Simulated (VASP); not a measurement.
# Y in VASP: further runs, part 2 of 2

VASP 6.6.1.

### Step 4. Single point, r2SCAN (strain +0.040 along x and y, +0.040 along z)

Input file POSCAR:

```
Y
1.0
    0.0000000000      2.5844000000      2.5844000000
    2.5844000000      0.0000000000      2.5844000000
    2.5844000000      2.5844000000      0.0000000000
Y
1
Direct
    0.0000000000      0.0000000000      0.0000000000
```

Input file INCAR.step1:

```
PREC     = Accurate       # precision mode
ENCUT    = 520            # plane-wave cutoff, eV
ISMEAR   = 0              # smearing method
SIGMA    = 0.15           # smearing width, eV
LREAL    = False          # projectors in reciprocal space
LASPH    = True           # aspherical terms in the spheres
NELM     = 100            # most SCF steps
NBANDS   = 12             # bands
GGA      = PE             # functional
ALGO     = Normal         # electronic algorithm
EDIFF    = 1E-4           # SCF threshold, eV
LWAVE    = True           # write WAVECAR
LCHARG   = False          # write CHGCAR
```

Input file INCAR.step2:

```
PREC     = Accurate       # precision mode
ENCUT    = 520            # plane-wave cutoff, eV
EDIFF    = 1E-7           # SCF threshold, eV
ISMEAR   = 0              # smearing method
SIGMA    = 0.15           # smearing width, eV
LREAL    = False          # projectors in reciprocal space
LASPH    = True           # aspherical terms in the spheres
NELM     = 100            # most SCF steps
ALGO     = Normal         # electronic algorithm
ISIF     = 2              # what is computed and relaxed
LWAVE    = False          # write WAVECAR
LCHARG   = True           # write CHGCAR
METAGGA  = R2SCAN         # meta-GGA
LMIXTAU  = True         
LELF     = True           # ELF
LVHAR    = True         
NBANDS   = 12             # bands
ISTART   = 1
```

Input file KPOINTS:

```
Automatic mesh
0
Gamma
  16 16 16
```

Started as:

```bash
cat potpaw_PBE.64/Y_sv/POTCAR > POTCAR
cp INCAR.step1 INCAR
mpirun -np 1 vasp_std > vasp.out
cp INCAR.step2 INCAR
mpirun -np 1 vasp_std > vasp.out
```

Wall time 7 min (1 thread of AMD EPYC 7R43 (Zen 3), shared host); peak memory 0.19 GiB.

It converged, with:

* Free energy: -20.2267 eV
* Pressure: -1.3 GPa

Levels at points of the mesh, in eV from the Fermi level:
| k point | band 2 | band 3 | band 4 | band 5 | band 6 | band 7 | band 8 | band 9 |
| --- | --- | --- | --- | --- | --- | --- | --- | --- |
| (0.00, 0.00, 0.00) | -23.41 | -23.41 | -23.41 | -4.91 | 1.98 | 1.98 | 1.98 | 3.98 |
| (0.50, 0.00, 0.00) | -23.90 | -23.47 | -23.47 | -1.93 | 0.29 | 1.82 | 1.82 | 5.33 |
| (0.50, 0.50, 0.00) | -23.86 | -23.58 | -23.58 | -1.66 | -0.73 | 1.78 | 5.36 | 5.71 |

Caveat: the cell differs from its parent crystal (strain +0.040 along x and y, +0.040 along z); the PAW data sets were made with another functional, which shifts forces and pressure a little.

### Step 5. Single point, r2SCAN (strain +0.080 along x and y, +0.080 along z)

Input file POSCAR:

```
Y
1.0
    0.0000000000      2.6838000000      2.6838000000
    2.6838000000      0.0000000000      2.6838000000
    2.6838000000      2.6838000000      0.0000000000
Y
1
Direct
    0.0000000000      0.0000000000      0.0000000000
```

Input file INCAR.step1:

```
PREC = Accurate
ENCUT = 520
ISMEAR = 0
SIGMA = 0.15
LREAL = False
LASPH = True
NELM = 100
NBANDS = 12
GGA = PE
ALGO = Normal
EDIFF = 1E-4
LWAVE = True
LCHARG = False
```

Input file INCAR.step2:

```
PREC = Accurate
ENCUT = 520
EDIFF = 1E-7
ISMEAR = 0
SIGMA = 0.15
LREAL = False
LASPH = True
NELM = 100
ALGO = Normal
ISIF = 2
LWAVE = False
LCHARG = True
METAGGA = R2SCAN
LMIXTAU = True
LELF = True
LVHAR = True
NBANDS = 12
ISTART = 1
```

KPOINTS is that of step 4.

Potentials or basis: VASP PAW PBE potentials, release 64 (Y_sv).

Started as:

```bash
cat potpaw_PBE.64/Y_sv/POTCAR > POTCAR
cp INCAR.step1 INCAR
mpirun -np 1 vasp_std > vasp.out
cp INCAR.step2 INCAR
mpirun -np 1 vasp_std > vasp.out
```

OUTCAR:

```text
PREC = Accurate
   ENCUT = 520
   EDIFF = 1E-7
   ISMEAR = 0
   LREAL = False
   LASPH = True
   NELM = 100
   ISIF = 2
   METAGGA = R2SCAN
   ISTART = 1

 ion  position               nearest neighbor table
   1  0.000  0.000  0.000-

  LATTYP: Found a face centered cubic cell.
 ALAT       =     5.3676000000

  Lattice vectors:

 A1 = (   0.0000000000,   2.6838000000,   2.6838000000)
 A2 = (   2.6838000000,   0.0000000000,   2.6838000000)
 A3 = (   2.6838000000,   2.6838000000,   0.0000000000)

Analysis of symmetry for initial positions (statically):
=====================================================================
 Subroutine PRICEL returns:
 Original cell was already a primitive cell.

 Routine SETGRP: Setting up the symmetry group for a
 face centered cubic supercell.

 Subroutine GETGRP returns: Found 48 space group operations
 (whereof 48 operations were pure point group operations)
 out of a pool of 48 trial point group operations.

The static configuration has the point symmetry O_h .

Analysis of symmetry for dynamics (positions and initial velocities):
=====================================================================
[... 160 lines left out ...]
 fundamental gap:      0.0093914448
 Fermi energy:         2.3183475245

 k-point     1 :       0.0000    0.0000    0.0000
  band No.  band energies     occupation
      1     -42.3499      2.00000
      2     -21.4650      2.00000
      3     -21.4650      2.00000
      4     -21.4650      2.00000
      5      -2.3883      2.00000
      6       4.1655      0.00000
      7       4.1655      0.00000
      8       4.1655      0.00000
      9       5.9018      0.00000
     10       5.9018      0.00000
     11      11.2008      0.00000
     12      14.1789      0.00000
[... 331 lines left out ...]
 k-point    24 :      -0.0625    0.0625    0.0000
  band No.  band energies     occupation
      1     -42.3466      2.00000
      2     -21.4962      2.00000
      3     -21.4742      2.00000
      4     -21.4673      2.00000
      5      -2.1639      2.00000
      6       3.9077      0.00000
      7       4.2637      0.00000
      8       4.2707      0.00000
      9       5.7014      0.00000
     10       5.8948      0.00000
     11      11.6977      0.00000
     12      13.2974      0.00000

 [... further k-points ...]
[... 5 lines left out ...]
  --------------------------------------------------------------------------------------
  -------------------------------------------------------------------------------------
  Total       -1.0652573     -1.0652573     -1.0652573     -0.0000000     -0.0000000      0.0000000
  in kB      -44.1453196    -44.1453196    -44.1453196     -0.0000000     -0.0000000      0.0000000
  external PRESSURE =     -44.1453196 kB  Pullay stress =       0.0000000 kB

 VOLUME and BASIS-vectors are now :
 -----------------------------------------------------------------------------
  energy-cutoff  :      520.00
  volume of cell :       38.66
      direct lattice vectors                 reciprocal lattice vectors
     0.000000000  2.683800000  2.683800000    -0.186303003  0.186303003  0.186303003
     2.683800000  0.000000000  2.683800000     0.186303003 -0.186303003  0.186303003
     2.683800000  2.683800000  0.000000000     0.186303003  0.186303003 -0.186303003

 POSITION                                       TOTAL-FORCE (eV/Angst)
 -----------------------------------------------------------------------------------
      0.00000      0.00000      0.00000        -0.000000      0.000000     -0.000000
 -----------------------------------------------------------------------------------
    total drift:                               -0.000000     -0.000000     -0.000000

  FREE ENERGIE OF THE ION-ELECTRON SYSTEM (eV)
  ---------------------------------------------------
  free  energy   TOTEN  =       -20.1503797968 eV

  energy  without entropy=      -20.1259519593  energy(sigma->0) =      -20.13816588
```

It took 7.5 min on 1 thread of AMD EPYC 7R43 (Zen 3), shared host; peak memory 0.2 GiB.

Results:

* Free energy: -20.1504 eV
* Pressure: -4.4 GPa

Caveat: the cell differs from its parent crystal (strain +0.080 along x and y, +0.080 along z); the PAW data sets were made with another functional, which shifts forces and pressure a little.

### Step 6. Single point, r2SCAN (strain -0.080 along x and y, -0.040 along z)

Input file POSCAR:

```
Y
1.0
    0.0000000000      2.2862000000      2.3856000000
    2.2862000000      0.0000000000      2.3856000000
    2.2862000000      2.2862000000      0.0000000000
Y
1
Direct
    0.0000000000      0.0000000000      0.0000000000
```

Input file INCAR.step1:

```
PREC     = Accurate       # precision mode
ENCUT    = 520            # plane-wave cutoff, eV
ISMEAR   = 0              # smearing method
SIGMA    = 0.15           # smearing width, eV
LREAL    = False          # projectors in reciprocal space
LASPH    = True           # aspherical terms in the spheres
NELM     = 80             # most SCF steps
NBANDS   = 12             # bands
GGA      = PE             # functional
ALGO     = Normal         # electronic algorithm
EDIFF    = 1E-4           # SCF threshold, eV
LWAVE    = True           # write WAVECAR
LCHARG   = False          # write CHGCAR
```

Input file INCAR.step2:

```
PREC     = Accurate       # precision mode
ENCUT    = 520            # plane-wave cutoff, eV
EDIFF    = 1E-6           # SCF threshold, eV
ISMEAR   = 0              # smearing method
SIGMA    = 0.15           # smearing width, eV
LREAL    = False          # projectors in reciprocal space
LASPH    = True           # aspherical terms in the spheres
NELM     = 80             # most SCF steps
ALGO     = Normal         # electronic algorithm
ISIF     = 2              # what is computed and relaxed
LWAVE    = False          # write WAVECAR
LCHARG   = True           # write CHGCAR
METAGGA  = R2SCAN         # meta-GGA
LMIXTAU  = True         
LELF     = True           # ELF
LVHAR    = True         
NBANDS   = 12             # bands
ISTART   = 1
```

Input file KPOINTS:

```
regular mesh
0
Gamma
  16 16 16
```

Potentials or basis: VASP PAW PBE potentials, release 64 (Y_sv).

Started as:

```bash
cat potpaw_PBE.64/Y_sv/POTCAR > POTCAR
cp INCAR.step1 INCAR
mpirun -np 1 vasp_std > vasp.out
cp INCAR.step2 INCAR
mpirun -np 1 vasp_std > vasp.out
```

Run time: 10 min. Hardware: 1 thread of AMD EPYC 7R43 (Zen 3), shared host; peak memory 0.23 GiB.

The run converged. Its results:

```
Free energy : -19.8723 eV
Pressure    : 16.7 GPa
```

Stress tensor (GPa, compression positive):
```
16.95  0.00  0.00
 0.00 16.95  0.00
 0.00  0.00 16.18
```

Levels at points of the mesh, in eV from the Fermi level:
| k point | band 3 | band 4 | band 5 | band 6 | band 7 | band 8 | band 9 | band 10 |
| --- | --- | --- | --- | --- | --- | --- | --- | --- |
| (0.00, 0.00, 0.00) | -22.32 | -22.32 | -5.18 | 2.06 | 2.48 | 2.48 | 4.84 | 5.55 |
| (0.50, 0.00, 0.00) | -22.52 | -22.44 | -2.33 | 1.61 | 1.79 | 2.29 | 7.10 | 7.38 |
| (0.50, 0.50, 0.00) | -22.73 | -22.73 | -2.52 | -1.33 | 3.23 | 7.34 | 7.84 | 7.84 |
| (0.50, 0.00, 0.50) | -22.87 | -22.76 | -2.56 | -1.52 | 3.93 | 7.24 | 7.56 | 8.10 |

Caveat: the cell differs from its parent crystal (strain -0.080 along x and y, -0.040 along z); the PAW data sets were made with another functional, which shifts forces and pressure a little.

### Step 7. The runs side by side

```csv
cell,gap on the mesh (eV),pressure (GPa)
"a = 3.233 Å, angles 60.0°, 1 atom",none,20.4
"a = 3.374 Å, angles 60.0°, 1 atom",none,10.3
"a = 3.655 Å, angles 60.0°, 1 atom",none,-1.3
"a = 3.795 Å, angles 60.0°, 1 atom",none,-4.4
"a = 3.304, b = 3.304, c = 3.233 Å, angles 60.7, 60.7, 58.6°, 1 atom",none,16.7
```

Alike in all rows: task single point; level r2SCAN; potentials or basis VASP PAW PBE potentials, release 64 (Y_sv); no spin polarisation; k mesh 16 × 16 × 16; cutoff (eV) 520; smearing gaussian 0.15 eV.

Caveats: the PAW data sets were made with another functional, which shifts forces and pressure a little.

Absolute energies hang on the potentials; compare differences alone.
